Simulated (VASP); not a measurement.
The system is ZnS (Wurtzite-2H).

```xyz
4
Lattice="3.8110 0.0000 0.0000 -1.9055 3.3004 0.0000 0.0000 0.0000 6.2340" Properties=species:S:1:pos:R:3 pbc="T T T"
Zn    0.0000    2.2003    0.0000
Zn    1.9055    1.1001    3.1170
S     0.0000    2.2003    2.4001
S     1.9055    1.1001    5.5171
```

Base run:

| Property | Result |
| --- | --- |
| Program | VASP 6.6.1 |
| Functional | PBE |
| Potentials or basis | VASP PAW PBE potentials, release 64 (Zn, S) |
| Cutoff | 520 eV |
| k mesh | 6 × 6 × 4 |
| Occupations | gaussian, width 0.01 eV |
| Spin | no spin polarisation |

Its results: band gap on the k mesh 2.25 eV, direct; pressure 2.5 GPa; largest force 0.324 eV/Å.

Question: The run is repeated on the same cell with these changes: k mesh from 6 × 6 × 4 to 3 × 3 × 2. What comes out?

Answer: Band gap on the k mesh 2.24 eV, direct; pressure 3.1 GPa; largest force 0.374 eV/Å.

Caveats: some runs use coarse meshes.

